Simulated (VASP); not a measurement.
# ScGa5S in VASP: notebook

ScGa5S is run at these levels: PBE; tasks: single point.

Program: VASP 6.6.1. These are calculated values, not measurements. Logs are shortened: lines on timing, memory, paths and dates and some standing lists are left out, and cuts for length are marked.

**1. The cell of the first run**

It takes space group P4/mmm (No. 123, tetragonal). The conventional cell has a = 4.529 Å, b = 4.529 Å, c = 9.111 Å, α = 90.00°, β = 90.00°, γ = 90.00°. Within 3.7 Å of Sc (site symmetry 4/mmm) lie 2 Ga at 2.82 Å and 4 S at 3.20 Å. Ga (site symmetry 4mm) has 1 Sc at 2.82 Å and 9 Ga at 2.85 to 3.64 Å within 3.7 Å. Ga (site symmetry mmm) has 6 Ga at 2.26 to 2.85 Å within 3.0 Å. Within 3.0 Å of Ga (site symmetry 4/mmm) lie 4 Ga at 2.26 Å. Within 4.2 Å of S (site symmetry 4/mmm) lie 4 Sc at 3.20 Å.

**2. Single point, PBE**

INCAR reads:

```
ALGO = Normal
EDIFF = 1E-6
ENCUT = 520
GGA = PE
ISIF = 2
ISMEAR = 0
LASPH = T
LCHARG = F
LREAL = F
LWAVE = F
NBANDS = 50
NELM = 100
PREC = Accurate
SIGMA = 0.2
```

KPOINTS reads:

```
k-points
0
Gamma
  4 4 3
```

POSCAR reads:

```
ScGa5S
1.0
    4.5286410574      0.0000000000      0.0000000000
    0.0000000000      4.5286410574      0.0000000000
    0.0000000000      0.0000000000      9.1109029126
Sc Ga S
1 5 1
Direct
    0.0000000000      0.0000000000      0.0000000000
    0.0000000000      0.0000000000      0.3091765951
    0.0000000000      0.0000000000      0.6908234049
    0.0000000000      0.5000000000      0.5000000000
    0.5000000000      0.0000000000      0.5000000000
    0.5000000000      0.5000000000      0.5000000000
    0.5000000000      0.5000000000      0.0000000000
```

Potentials or basis: VASP PAW PBE potentials, release 64 (Sc_sv, Ga_d, S).

On the command line:

```bash
$ cat potpaw_PBE.64/Sc_sv/POTCAR potpaw_PBE.64/Ga_d/POTCAR potpaw_PBE.64/S/POTCAR > POTCAR
$ mpirun -np 1 vasp_std > vasp.out
```

OUTCAR:

```text
EDIFF = 1E-6
   ENCUT = 520
   GGA = PE
   ISIF = 2
   ISMEAR = 0
   LASPH = T
   LREAL = F
   NELM = 100
   PREC = Accurate

 ion  position               nearest neighbor table
   1  0.000  0.000  0.000-   2 2.82   3 2.82
   2  0.000  0.000  0.309-   1 2.82   4 2.85   5 2.85   4 2.85   5 2.85
   3  0.000  0.000  0.691-   1 2.82   4 2.85   5 2.85   4 2.85   5 2.85
   4  0.000  0.500  0.500-   6 2.26   6 2.26   2 2.85   2 2.85   3 2.85   3 2.85
   5  0.500  0.000  0.500-   6 2.26   6 2.26   2 2.85   3 2.85   2 2.85   3 2.85
   6  0.500  0.500  0.500-   4 2.26   5 2.26   5 2.26   4 2.26
   7  0.500  0.500  0.000-

  LATTYP: Found a simple tetragonal cell.
 ALAT       =     4.5286410574
 C/A-ratio  =     2.0118403727

  Lattice vectors:

 A1 = (   4.5286410574,   0.0000000000,   0.0000000000)
 A2 = (   0.0000000000,   4.5286410574,   0.0000000000)
 A3 = (   0.0000000000,   0.0000000000,   9.1109029126)

Analysis of symmetry for initial positions (statically):
=====================================================================
 Subroutine PRICEL returns:
 Original cell was already a primitive cell.

 Routine SETGRP: Setting up the symmetry group for a
 simple tetragonal supercell.

 Subroutine GETGRP returns: Found 16 space group operations
 (whereof 16 operations were pure point group operations)
 out of a pool of 16 trial point group operations.

The static configuration has the point symmetry D_4h.

Analysis of symmetry for dynamics (positions and initial velocities):
=====================================================================
 Subroutine PRICEL returns:
 Original cell was already a primitive cell.

 Routine SETGRP: Setting up the symmetry group for a
 simple tetragonal supercell.

 Subroutine GETGRP returns: Found 16 space group operations
 (whereof 16 operations were pure point group operations)
 out of a pool of 16 trial point group operations.

The dynamic configuration has the point symmetry D_4h.

 Subroutine INISYM returns: Found 16 space group operations
 (whereof 16 operations are pure point group operations),
 and found     1 'primitive' translations

----------------------------------------------------------------------------------------

                                     Primitive cell

  volume of cell :     186.8518

  direct lattice vectors                    reciprocal lattice vectors
     4.528641057  0.000000000  0.000000000     0.220816794  0.000000000  0.000000000
     0.000000000  4.528641057  0.000000000     0.000000000  0.220816794  0.000000000
     0.000000000  0.000000000  9.110902913     0.000000000  0.000000000  0.109758606

  length of vectors
     4.528641057  4.528641057  9.110902913     0.220816794  0.220816794  0.109758606

  position of ions in fractional coordinates (direct lattice)
     0.000000000  0.000000000  0.000000000
     0.000000000  0.000000000  0.309176595
     0.000000000  0.000000000  0.690823405
     0.000000000  0.500000000  0.500000000
     0.500000000  0.000000000  0.500000000
     0.500000000  0.500000000  0.500000000
     0.500000000  0.500000000  0.000000000

  ion indices of the primitive-cell ions
   primitive index   ion index
                 1           1
                 2           2
                 3           3
                 4           4
                 5           5
                 6           6
                 7           7

----------------------------------------------------------------------------------------

 KPOINTS: k-points

Automatic generation of k-mesh.
 Grid dimensions read from file:
 generate k-points for:    4    4    3

 Generating k-lattice:

  Cartesian coordinates                     Fractional coordinates (reciprocal lattice)
     0.055204199  0.000000000  0.000000000     0.250000000  0.000000000  0.000000000
     0.000000000  0.055204199  0.000000000     0.000000000  0.250000000  0.000000000
     0.000000000  0.000000000  0.036586202     0.000000000  0.000000000  0.333333333

  Length of vectors
     0.055204199  0.055204199  0.036586202

  Shift w.r.t. Gamma in fractional coordinates (k-lattice)
     0.000000000  0.000000000  0.000000000

 Subroutine IBZKPT returns following result:
 ===========================================

 Found     12 irreducible k-points:

 Following reciprocal coordinates:
            Coordinates               Weight
  0.000000  0.000000  0.000000      1.000000
  0.250000  0.000000  0.000000      4.000000
  0.500000  0.000000  0.000000      2.000000
  0.250000  0.250000  0.000000      4.000000
  0.500000  0.250000  0.000000      4.000000
  0.500000  0.500000  0.000000      1.000000
  0.000000  0.000000  0.333333      2.000000
  0.250000  0.000000  0.333333      8.000000
  0.500000  0.000000  0.333333      4.000000
  0.250000  0.250000  0.333333      8.000000
  0.500000  0.250000  0.333333      8.000000
  0.500000  0.500000  0.333333      2.000000
   k-points           NKPTS =     12   k-points in BZ     NKDIM =     12   number of bands    NBANDS=     50
   number of dos      NEDOS =    301   number of ions     NIONS =      7
   total plane-waves  NPLWV =  90720
   dimension x,y,z NGX =    36 NGY =   36 NGZ =   70
   dimension x,y,z NGXF=    72 NGYF=   72 NGZF=  140
   ions per type =               1   5   1
   NGX,Y,Z   is equivalent  to a cutoff of  13.22, 13.22, 12.77 a.u.
   NGXF,Y,Z  is equivalent  to a cutoff of  26.43, 26.43, 25.55 a.u.
 SYSTEM =  unknown system
   PREC   = accura    normal or accurate (medium, high low for compatibility)
   ISTART =      0    job   : 0-new  1-cont  2-samecut
   ICHARG =      2    charge: 1-file 2-atom 10-const
   ISPIN  =      1    spin polarized calculation?
   LNONCOLLINEAR =      F non collinear calculations
   LSORBIT =      F    spin-orbit coupling
   LASPH  =      T    aspherical Exc in radial PAW
   ENCUT  =  520.0 eV  38.22 Ry    6.18 a.u.   8.42  8.42 16.94*2*pi/ulx,y,z
   NELM   =    100;   NELMIN=  2; NELMDL= -5     # of ELM steps
   EDIFF  = 0.1E-05   stopping-criterion for ELM
   LREAL  =      F    real-space projection
   EDIFFG = 0.1E-04   stopping-criterion for IOM
   NSW    =      0    number of steps for IOM
   IBRION =     -1    ionic relax: 0-MD 1-quasi-New 2-CG
   NFREE  =      0    steps in history (QN), initial steepest desc. (CG)
   ISIF   =      2    stress and relaxation
   ISYM   =      2    0-nonsym 1-usesym 2-fastsym
   POTIM  = 0.5000    time-step for ionic-motion
   TEBEG  =    0.0;   TEEND  =   0.0 temperature during run
   PSTRESS=    0.0 pullay stress
   NELECT =      82.0000    total number of electrons
   NUPDOWN=      -1.0000    fix difference up-down
   EMIN   =  10.00;   EMAX   =-10.00  energy-range for DOS
   EFERMI =   0.00;   METHOD = LEGACY
   ISMEAR =     0;   SIGMA  =   0.20  broadening in eV -4-tet -1-fermi 0-gaus
   EFERMI_NEDOS =   21; number of points for ismear=-14 and -15
   IALGO  =     38    algorithm
   IMIX   =      4    mixing-type and parameters
     AMIX     =   0.40;   BMIX     =  1.00
     AMIX_MAG =   1.60;   BMIX_MAG =  1.00
  volume/ion in A,a.u.               =      26.69       180.13
  Fermi-wavevector in a.u.,A,eV,Ry     =   1.244076  2.350963 21.058091  1.547726
  Thomas-Fermi vector in A             =   2.378359
   LORBIT       =      0    0 simple, 1 ext, 2 COOP (PROOUT), +10 PAW based schemes
   GGA     = PE    functional components
   LHFCALC =     F    Hartree Fock is set to
   AEXX    =    0.0000 exact exchange contribution
   IVDW    =     0    specifies the selected vdW correction
   LEPSILON=     F    determine dielectric tensor
   LRPA    =     F    only Hartree local field effects (RPA)
 non-spin polarized calculation
 Gauss-broadening in eV      SIGMA  =   0.20
  energy-cutoff  :      520.00
  volume of cell :      186.85
 maximum number of plane-waves:      5050
 NGX is ok and might be reduce to    36
   NGX = 17   NGY = 17   NGZ = 33

 number of electron      82.0000021 magnetization

 Free energy of the ion-electron system (eV)
  ---------------------------------------------------
  ext. energy  EPLUGINS =         0.00000000
  ---------------------------------------------------
  free energy    TOTEN  =       -23.36086957 eV

  energy without entropy =      -23.31573091  energy(sigma->0) =      -23.33830024

 E-fermi :   2.7662     XC(G=0):  -8.9223

 val. band max:        2.7434380203   @ k =   0.2500   0.0000   0.3333
 cond. band min:       2.8384923523   @ k =   0.0000   0.0000   0.3333
 fundamental gap:      0.0950543320
 Fermi energy:         2.7662398296

 k-point     1 :       0.0000    0.0000    0.0000
  band No.  band energies     occupation
      1     -48.5994      2.00000
      2     -27.2218      2.00000
      3     -27.2218      2.00000
      4     -27.0229      2.00000
      5     -13.6443      2.00000
      6     -13.3714      2.00000
[... 42 lines left out ...]
     49       5.3927      0.00000
     50       5.4213      0.00000

 k-point     2 :       0.2500    0.0000    0.0000
  band No.  band energies     occupation
      1     -48.5993      2.00000
      2     -27.2240      2.00000
      3     -27.2216      2.00000
      4     -27.0228      2.00000
      5     -13.5769      2.00000
      6     -13.2401      2.00000
[... 42 lines left out ...]
     49       4.4577      0.00000
     50       5.5824      0.00000

 k-point     3 :       0.5000    0.0000    0.0000
  band No.  band energies     occupation
      1     -48.5993      2.00000
      2     -27.2262      2.00000
      3     -27.2213      2.00000
      4     -27.0226      2.00000
      5     -13.5432      2.00000
      6     -13.0904      2.00000
[... 466 lines left out ...]
     49       5.1369      0.00000
     50       5.4066      0.00000

 k-point    12 :       0.5000    0.5000    0.3333
  band No.  band energies     occupation
      1     -48.5991      2.00000
      2     -27.2255      2.00000
      3     -27.2255      2.00000
      4     -27.0223      2.00000
      5     -13.0549      2.00000
      6     -12.9068      2.00000
[... 42 lines left out ...]
     49       5.8441      0.00000
     50       5.8441      0.00000

------------------------ aborting loop because EDIFF is reached ----------------------------------------

  FORCE on cell =-STRESS in cart. coord.  units (eV):
  Direction    XX          YY          ZZ          XY          YZ          ZX
  --------------------------------------------------------------------------------------
  -------------------------------------------------------------------------------------
  Total       -0.0612766     -0.0612766      0.0224262      0.0000000     -0.0000000      0.0000000
  in kB       -0.5254213     -0.5254213      0.1922956      0.0000000     -0.0000000      0.0000000
  external PRESSURE =      -0.2861823 kB  Pullay stress =       0.0000000 kB

 VOLUME and BASIS-vectors are now :
 -----------------------------------------------------------------------------
  energy-cutoff  :      520.00
  volume of cell :      186.85
      direct lattice vectors                 reciprocal lattice vectors
     4.528641057  0.000000000  0.000000000     0.220816794  0.000000000  0.000000000
     0.000000000  4.528641057  0.000000000     0.000000000  0.220816794  0.000000000
     0.000000000  0.000000000  9.110902913     0.000000000  0.000000000  0.109758606

 POSITION                                       TOTAL-FORCE (eV/Angst)
 -----------------------------------------------------------------------------------
      0.00000      0.00000      0.00000         0.000000      0.000000      0.000000
      0.00000      0.00000      2.81688         0.000000     -0.000000     -0.018134
      0.00000      0.00000      6.29402        -0.000000      0.000000      0.018134
      0.00000      2.26432      4.55545         0.000000      0.000000      0.000000
      2.26432      0.00000      4.55545         0.000000      0.000000      0.000000
      2.26432      2.26432      4.55545         0.000000      0.000000      0.000000
      2.26432      2.26432      0.00000         0.000000      0.000000      0.000000
 -----------------------------------------------------------------------------------
    total drift:                                0.000000     -0.000000      0.000000

  FREE ENERGIE OF THE ION-ELECTRON SYSTEM (eV)
  ---------------------------------------------------
  free  energy   TOTEN  =       -23.3608695723 eV

  energy  without entropy=      -23.3157309073  energy(sigma->0) =      -23.33830024
```

It took 3.4 min on 1 thread of Intel Xeon Platinum 8488C (Sapphire Rapids), shared host; peak memory 0.33 GiB.

Results:

```yaml
Free_energy: -23.3609 eV
Pressure: 0.0 GPa
Largest_force: 0.018 eV/Å
Band_gap_on_the_k_mesh: zero (band 41 reaches 3.02 eV, above the bottom of band 42 at 2.07 eV)
```

Forces on the atoms (eV/Å):
```
Sc   0.000  0.000  0.000
Ga   0.000  0.000 -0.018
Ga   0.000  0.000  0.018
Ga   0.000  0.000  0.000
Ga   0.000  0.000  0.000
Ga   0.000  0.000  0.000
S    0.000  0.000  0.000
```

**3. Single point, PBE**

This run uses another cell than the first one, of 18.80 Å³/atom, 0.704 times its volume.

INCAR reads:

```
PREC = Accurate
ENCUT = 520
EDIFF = 1E-6
ISMEAR = 0
SIGMA = 0.2
LREAL = False
LASPH = True
NELM = 100
ALGO = Normal
ISIF = 2
LWAVE = False
LCHARG = False
GGA = PE
NBANDS = 50
```

KPOINTS reads:

```
Automatic mesh
0
Gamma
  4 4 3
```

POSCAR reads:

```
ScGa5S
1.0
    4.0498153831      0.0000000000      0.0000000000
    0.0000000000      4.0498153831      0.0000000000
    0.0000000000      0.0000000000      8.0219959173
Sc Ga S
1 5 1
Direct
    0.5000000000      0.5000000000      0.0000000000
    0.0000000000      0.5000000000      0.2620467869
    0.0000000000      0.5000000000      0.7379532131
    0.5000000000      0.0000000000      0.2620467869
    0.5000000000      0.0000000000      0.7379532131
    0.0000000000      0.0000000000      0.0000000000
    0.0000000000      0.0000000000      0.5000000000
```

Potentials or basis: VASP PAW PBE potentials, release 64 (Sc_sv, Ga_d, S).

On the command line:

```bash
$ cat potpaw_PBE.64/Sc_sv/POTCAR potpaw_PBE.64/Ga_d/POTCAR potpaw_PBE.64/S/POTCAR > POTCAR
$ mpirun -np 1 vasp_std > vasp.out
```

It took 2 min on 1 thread of Intel Xeon Platinum 8488C (Sapphire Rapids), shared host; peak memory 0.24 GiB.

Results (log left out):

```yaml
Free_energy: -26.6050 eV
Pressure: 0.7 GPa
Largest_force: 0.020 eV/Å
Band_gap_on_the_k_mesh: zero (band 41 reaches 6.10 eV, above the bottom of band 42 at 5.08 eV)
```

Forces in eV/Å, atoms in the order of the input:
```
Sc   0.000  0.000  0.000
Ga   0.000  0.000  0.020
Ga   0.000  0.000 -0.020
Ga   0.000  0.000  0.020
Ga   0.000  0.000 -0.020
Ga   0.000  0.000  0.000
S    0.000  0.000  0.000
```

Levels at points of the mesh, in eV from the Fermi level:
```
           k point  band 37  band 38  band 39  band 40  band 41  band 42  band 43  band 44  band 45  band 46
(0.00, 0.00, 0.00)    -2.59    -0.97    -0.97    -0.73    -0.16    -0.16     0.26     0.99     1.38     1.75
(0.50, 0.00, 0.00)    -2.84    -2.68    -0.89    -0.84     0.43     1.88     1.92     1.96     2.03     2.11
(0.50, 0.50, 0.00)    -3.90    -3.90    -3.72    -2.60    -0.45     0.49     0.78     0.78     1.82     1.82
```

Caveat: the k points lie up to 0.39 Å⁻¹ apart.

[end of part 1 of 3]
